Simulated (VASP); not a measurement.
# HC20 in VASP: a series of runs

HC20 is run at these levels: PBE+D3(BJ); tasks: single point.

All numbers are computed with VASP 6.6.1; they aren't measurements. Logs are shortened: lines on timing, memory, paths and dates and some standing lists are left out, and cuts for length are marked.

## Step 1: The cell of the first run

The cell holds a slab with vacuum, 21 atoms: a = 4.929 Å, b = 6.805 Å, c = 22.235 Å, α = 90.00°, β = 90.00°, γ = 90.00°.

## Step 2: Single point, PBE+D3(BJ)

Input file INCAR:

```
SYSTEM = HC20
PREC = Accurate ; ENCUT = 520
EDIFF = 1E-6 ; ISMEAR = 0
SIGMA = 0.1 ; LREAL = Auto
LASPH = .TRUE. ; NELM = 100
ALGO = Normal ; ISIF = 2
LWAVE = .FALSE. ; LCHARG = .TRUE.
LDIPOL = .TRUE. ; IDIPOL = 3
DIPOL = 0.5 0.5 0.303 ; GGA = PE
IVDW = 12 ; LELF = .TRUE.
LVHAR = .TRUE. ; LVACPOTAV = .TRUE.
NBANDS = 56
```

Input file KPOINTS:

```
Automatic mesh
0
G
  6 4 1
  0 0 0
```

Input file POSCAR:

```
HC20
1.0
    4.9292027291      0.0000000000      0.0000000000
    0.0000000000      6.8054113579      0.0000000000
    0.0000000000      0.0000000000     22.2346643469
C H
20 1
Direct
    0.3122885183      0.2500141188      0.1798992752
    0.8122885183      0.2500141188      0.1798992752
    0.0622635010      0.2500141188      0.2119095571
    0.5622635010      0.2500141188      0.2119095571
    0.1871989222      0.7499858812      0.2279080302
    0.6871989222      0.7499858812      0.2279080302
    0.4371739048      0.7499858812      0.2599183120
    0.9371739048      0.7499858812      0.2599183120
    0.0621093260      0.2500141188      0.2759167852
    0.5621093260      0.2500141188      0.2759167852
    0.3120409925      0.2500133946      0.3071026518
    0.8120409925      0.2500133946      0.3071026518
    0.4371093881      0.7499905632      0.3309339292
    0.9371093881      0.7499905632      0.3309339292
    0.1866551682      0.7499900467      0.3565506911
    0.6866551682      0.7499900467      0.3565506911
    0.3119519864      0.2500147752      0.3740490919
    0.8119519864      0.2500147752      0.3740490919
    0.0621664184      0.2500173699      0.4018349100
    0.5621664184      0.2500173699      0.4018349100
    0.4788330851      0.4166840366      0.5142719570
```

Potentials or basis: VASP PAW PBE potentials, release 64 (C, H).

Launch:

```console
> cat potpaw_PBE.64/C/POTCAR potpaw_PBE.64/H/POTCAR > POTCAR
> mpirun -np 1 vasp_std > vasp.out
```

OUTCAR:

```text
SYSTEM = HC20
   PREC = Accurate
   ENCUT = 520
   EDIFF = 1E-6
   ISMEAR = 0
   LREAL = Auto
   LASPH = .TRUE.
   NELM = 100
   ISIF = 2
   GGA = PE
   IVDW = 12
 IVDW          = 12

 ion  position               nearest neighbor table
   1  0.312  0.250  0.180-   4 1.42   3 1.42
   2  0.812  0.250  0.180-   3 1.42   4 1.42
   3  0.062  0.250  0.212-   2 1.42   9 1.42   1 1.42
   4  0.562  0.250  0.212-   1 1.42  10 1.42   2 1.42
   5  0.187  0.750  0.228-   7 1.42   8 1.42
   6  0.687  0.750  0.228-   8 1.42   7 1.42
   7  0.437  0.750  0.260-   5 1.42   6 1.42  13 1.58
   8  0.937  0.750  0.260-   6 1.42   5 1.42  14 1.58
   9  0.062  0.250  0.276-  11 1.41  12 1.41   3 1.42
  10  0.562  0.250  0.276-  12 1.41  11 1.41   4 1.42
  11  0.312  0.250  0.307-   9 1.41  10 1.41  17 1.49
  12  0.812  0.250  0.307-  10 1.41   9 1.41  18 1.49
  13  0.437  0.750  0.331-  16 1.36  15 1.36   7 1.58
  14  0.937  0.750  0.331-  15 1.36  16 1.36   8 1.58
  15  0.187  0.750  0.357-  14 1.36  13 1.36
  16  0.687  0.750  0.357-  13 1.36  14 1.36
  17  0.312  0.250  0.374-  19 1.38  20 1.38  11 1.49
  18  0.812  0.250  0.374-  20 1.38  19 1.38  12 1.49
  19  0.062  0.250  0.402-  17 1.38  18 1.38
  20  0.562  0.250  0.402-  18 1.38  17 1.38
  21  0.479  0.417  0.514-

  LATTYP: Found a simple orthorhombic cell.
 ALAT       =     4.9292027291
 B/A-ratio  =     1.3806312566
 C/A-ratio  =     4.5108033832

  Lattice vectors:

 A1 = (   4.9292027291,   0.0000000000,   0.0000000000)
 A2 = (   0.0000000000,   6.8054113579,   0.0000000000)
 A3 = (   0.0000000000,   0.0000000000,  22.2346643469)

Analysis of symmetry for initial positions (statically):
=====================================================================
 Subroutine PRICEL returns:
 Original cell was already a primitive cell.

 Routine SETGRP: Setting up the symmetry group for a
 simple orthorhombic supercell.

 Subroutine GETGRP returns: Found  1 space group operations
 (whereof  1 operations were pure point group operations)
 out of a pool of  8 trial point group operations.

The static configuration has the point symmetry C_1 .

Analysis of symmetry for dynamics (positions and initial velocities):
=====================================================================
 Subroutine PRICEL returns:
 Original cell was already a primitive cell.

 Routine SETGRP: Setting up the symmetry group for a
 simple orthorhombic supercell.

 Subroutine GETGRP returns: Found  1 space group operations
[... 141 lines left out ...]
   NELECT =      81.0000    total number of electrons
   NUPDOWN=      -1.0000    fix difference up-down
   EMIN   =  10.00;   EMAX   =-10.00  energy-range for DOS
   EFERMI =   0.00;   METHOD = LEGACY
   ISMEAR =     0;   SIGMA  =   0.10  broadening in eV -4-tet -1-fermi 0-gaus
   EFERMI_NEDOS =   21; number of points for ismear=-14 and -15
   IALGO  =     38    algorithm
   IMIX   =      4    mixing-type and parameters
     AMIX     =   0.40;   BMIX     =  1.00
     AMIX_MAG =   1.60;   BMIX_MAG =  1.00
  volume/ion in A,a.u.               =      35.52       239.68
  Fermi-wavevector in a.u.,A,eV,Ry     =   0.781057  1.475983  8.300231  0.610050
  Thomas-Fermi vector in A             =   1.884496
   LORBIT       =      0    0 simple, 1 ext, 2 COOP (PROOUT), +10 PAW based schemes
   GGA     = PE    functional components
   LHFCALC =     F    Hartree Fock is set to
   AEXX    =    0.0000 exact exchange contribution
   IVDW    =    12    specifies the selected vdW correction
   LEPSILON=     F    determine dielectric tensor
   LRPA    =     F    only Hartree local field effects (RPA)
 non-spin polarized calculation
 Gauss-broadening in eV      SIGMA  =   0.10
  energy-cutoff  :      520.00
  volume of cell :      745.87
 maximum number of plane-waves:     20120
 NGX is ok and might be reduce to    40
   NGX = 19   NGY = 25   NGZ = 83

 dipolmoment           0.000000      0.000000      0.468360 electrons x Angstroem

 number of electron      81.0000009 magnetization

 dipolmoment           0.000000      0.000000     -0.075288 electrons x Angstroem

 Free energy of the ion-electron system (eV)
  ---------------------------------------------------
  ext. energy  EPLUGINS =         0.00000000
  ---------------------------------------------------
  free energy    TOTEN  =      -161.11181156 eV

  energy without entropy =     -161.01056945  energy(sigma->0) =     -161.06119050

 E-fermi :  -3.9147     XC(G=0):  -3.4526

 val. band max:       -3.9196296289   @ k =   0.3333   0.0000   0.0000
 cond. band min:      -3.9041760575   @ k =   0.1667   0.2500   0.0000
 fundamental gap:      0.0154535714
 Fermi energy:        -3.9146734893

 k-point     1 :       0.0000    0.0000    0.0000
  band No.  band energies     occupation
      1     -22.6164      2.00000
      2     -21.5818      2.00000
      3     -20.9265      2.00000
      4     -18.9826      2.00000
      5     -18.5674      2.00000
      6     -18.4418      2.00000
[... 759 lines left out ...]
     51       1.7476      0.00000
     52       2.8897      0.00000
 [bands above 52 left out]

------------------------ aborting loop because EDIFF is reached ----------------------------------------

 Edisp (eV)   -2.17725

 E8    (eV) :    -0.6503

  FORCE on cell =-STRESS in cart. coord.  units (eV):
  Direction    XX          YY          ZZ          XY          YZ          ZX
  --------------------------------------------------------------------------------------
  -------------------------------------------------------------------------------------
  Total      -0.20653    -1.06827    -6.86379     0.20214    -1.32917     0.41288
  in kB      -0.44364    -2.29472   -14.74392     0.43421    -2.85516     0.88690
  external pressure =       -5.83 kB  Pullay stress =        0.00 kB

 VOLUME and BASIS-vectors are now :
 -----------------------------------------------------------------------------
  energy-cutoff  :      520.00
  volume of cell :      745.87
      direct lattice vectors                 reciprocal lattice vectors
     4.929202729  0.000000000  0.000000000     0.202872565  0.000000000  0.000000000
     0.000000000  6.805411358  0.000000000     0.000000000  0.146941889  0.000000000
     0.000000000  0.000000000 22.234664347     0.000000000  0.000000000  0.044974819

 POSITION                                       TOTAL-FORCE (eV/Angst)
 -----------------------------------------------------------------------------------
      1.53933      1.70145      4.00000        -0.173429      0.016629      2.072904
      4.00393      1.70145      4.00000         0.077334      0.001355      2.017108
      0.30691      1.70145      4.71174         0.037636     -0.003391     -3.150989
      2.77151      1.70145      4.71174         0.046471     -0.005243     -3.707805
      0.92274      5.10396      5.06746         0.073289     -0.000354      3.202927
      3.38734      5.10396      5.06746         0.064708      0.005113      3.200844
[... 13 lines left out ...]
      2.77103      1.70147      8.93466        -0.219078      0.666700      1.267008
      2.36027      2.83571     11.43466         0.172191     -0.647129     -1.203919
 -----------------------------------------------------------------------------------
    total drift:                               -0.020726      0.000016      0.008434

  FREE ENERGIE OF THE ION-ELECTRON SYSTEM (eV)
  ---------------------------------------------------
  free  energy   TOTEN  =      -163.2890570993 eV

  energy  without entropy=     -163.1878149834  energy(sigma->0) =     -163.23843604

 vacuum level on the upper side and lower side of the slab         2.349         2.755
```

It took 15 min on 1 thread of Intel Xeon 6975P-C (Granite Rapids), shared host; peak memory 0.89 GiB.

What came out:

```
Free energy                : -163.2891 eV
Largest force              : 3.708 eV/Å
Band gap on the k mesh     : zero (an odd number of electrons rules out a gap without spin polarisation)
Dispersion energy per atom : -0.104 eV
```

Forces on the atoms (eV/Å):
```
C   -0.173  0.017  2.073
C    0.077  0.001  2.017
C    0.038 -0.003 -3.151
C    0.046 -0.005 -3.708
C    0.073  0.000  3.203
C    0.065  0.005  3.201
C   -0.066 -0.001 -3.191
C   -0.074 -0.002 -3.191
C    0.019 -0.012  1.173
C   -0.003  0.006  1.346
C   -0.061 -0.106  0.375
C    0.034 -0.063  0.287
C    0.010 -0.006  0.033
C    0.004 -0.007  0.019
C   -0.007  0.010  0.000
C   -0.012  0.003 -0.014
C   -0.218  0.011 -0.451
C    0.268  0.044 -0.365
C    0.027  0.089  0.282
C   -0.219  0.667  1.267
H    0.172 -0.647 -1.204
```

Levels at points of the mesh, in eV from the Fermi level:
| k point | band 37 | band 38 | band 39 | band 40 | band 41 | band 42 | band 43 | band 44 |
| --- | --- | --- | --- | --- | --- | --- | --- | --- |
| (0.00, 0.00, 0.00) | -0.89 | -0.42 | -0.32 | 0.01 | 0.16 | 0.21 | 0.61 | 0.84 |
| (0.50, 0.00, 0.00) | -0.84 | -0.80 | -0.69 | -0.08 | -0.05 | 0.05 | 0.57 | 0.59 |
| (0.00, 0.50, 0.00) | -0.89 | -0.42 | -0.32 | 0.03 | 0.11 | 0.26 | 0.58 | 0.92 |
| (0.50, 0.50, 0.00) | -0.77 | -0.74 | -0.70 | -0.07 | -0.05 | 0.04 | 0.56 | 0.63 |

Caveat: an odd number of electrons without spin polarisation forces a metal; a magnetic or distorted state may lie lower.

## Step 3: Single point, PBE+D3(BJ)

Input file INCAR:

```
PREC = Accurate ; ENCUT = 520
EDIFF = 1E-6 ; ISMEAR = 0
SIGMA = 0.1 ; LREAL = Auto
LASPH = True ; NELM = 100
ALGO = Fast ; ISIF = 2
LWAVE = False ; LCHARG = False
LDIPOL = True ; IDIPOL = 3
DIPOL = 0.5 0.5 0.303 ; GGA = PE
IVDW = 12 ; NBANDS = 56
```

Input file KPOINTS:

```
Automatic mesh
0
Gamma
  6 4 1
```

POSCAR, as its differences from that of step 2:

```diff
@@ -28,2 +28,2 @@
     0.5621664184      0.2500173699      0.4018349100
-    0.4788330851      0.4166840366      0.5142719570
+    0.0621664184      0.4166840366      0.5142719570
```

Potentials or basis: VASP PAW PBE potentials, release 64 (C, H).

Launch:

```console
> cat potpaw_PBE.64/C/POTCAR potpaw_PBE.64/H/POTCAR > POTCAR
> mpirun -np 1 vasp_std > vasp.out
```

It took 31 min on 1 thread of Oxide Virtual Turin-like, shared host; peak memory 0.87 GiB.

The run converged. Its results:

```yaml
Free_energy: -163.3272 eV
Largest_force: 3.726 eV/Å
Band_gap_on_the_k_mesh: zero (an odd number of electrons rules out a gap without spin polarisation)
Dispersion_energy_per_atom: -0.104 eV
```

Forces on the atoms (eV/Å):
```
C    0.092  0.007  2.034
C   -0.184  0.011  2.035
C    0.042 -0.005 -3.725
C    0.041 -0.003 -3.120
C    0.066  0.007  3.202
C    0.075 -0.001  3.203
C   -0.076 -0.003 -3.191
C   -0.068 -0.002 -3.191
C    0.005  0.006  1.358
C    0.007 -0.012  1.178
C    0.041 -0.087  0.326
C   -0.045 -0.083  0.320
C    0.004 -0.006  0.019
C    0.011 -0.006  0.029
C   -0.013  0.001 -0.010
C   -0.009  0.011  0.001
C    0.289  0.031 -0.391
C   -0.254  0.037 -0.386
C   -0.014  0.712  1.327
C   -0.010  0.065  0.261
H    0.002 -0.680 -1.278
```

Levels at points of the mesh, in eV from the Fermi level:
| k point | band 36 | band 37 | band 38 | band 39 | band 40 | band 41 | band 42 | band 43 | band 44 | band 45 |
| --- | --- | --- | --- | --- | --- | --- | --- | --- | --- | --- |
| (0.00, 0.00, 0.00) | -1.15 | -0.96 | -0.41 | -0.32 | 0.01 | 0.16 | 0.21 | 0.61 | 0.84 | 0.92 |
| (0.50, 0.00, 0.00) | -1.64 | -0.87 | -0.80 | -0.73 | -0.08 | -0.04 | 0.05 | 0.56 | 0.59 | 0.60 |
| (0.00, 0.50, 0.00) | -1.17 | -0.96 | -0.41 | -0.32 | 0.02 | 0.11 | 0.27 | 0.57 | 0.91 | 1.03 |
| (0.50, 0.50, 0.00) | -1.64 | -0.81 | -0.74 | -0.73 | -0.07 | -0.04 | 0.05 | 0.55 | 0.63 | 0.65 |

Caveat: an odd number of electrons without spin polarisation forces a metal; a magnetic or distorted state may lie lower.
